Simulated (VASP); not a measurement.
# CdF2: single point with r2SCAN

The system is CdF2.

```
Cd F
1.0
     0.00000    2.74073    2.74073
     2.74073    0.00000    2.74073
     2.74073    2.74073    0.00000
Cd F
1 2
Direct
  0.00000 0.00000 0.00000
  0.25000 0.25000 0.25000
  0.75000 0.75000 0.75000
```

```json
{
  "Program": "VASP 6.6.1",
  "Task": "single point",
  "Functional": "r2SCAN",
  "Potentials or basis": "VASP PAW PBE potentials, release 64 (Cd, F)",
  "Cutoff": "520 eV",
  "k mesh": "8 × 8 × 8",
  "Occupations": "gaussian, width 0.05 eV",
  "Spin": "no spin polarisation",
  "Dipole correction": "no",
  "Further INCAR settings": "ALGO = Normal; EDIFF = 1e-06; NBANDS = 20"
}
```

| Property | Result |
| --- | --- |
| Pressure | -4.4 GPa |
| Band gap on the k mesh | 3.56 eV (least direct gap 4.13 eV) |

Levels at points of the mesh, in eV from the valence-band top:
```csv
k point,band 11,band 12,band 13,band 14,band 15,band 16
"(0.00, 0.00, 0.00)",-0.57,-0.57,-0.57,3.56,13.34,13.34
"(0.50, 0.00, 0.00)",-1.66,-0.43,-0.43,7.58,9.52,15.12
"(0.50, 0.50, 0.00)",-0.42,-0.09,-0.09,8.43,10.24,12.06
```

Run time: 48 s on 1 thread of Intel(R) Xeon(R) 6975P-C (Granite Rapids), with other jobs on the host, peak memory 0.18 GiB.

Caveat: the cell stands under tension; the PAW data sets were made with another functional, which shifts forces and pressure a little. A k mesh can miss the band edges.
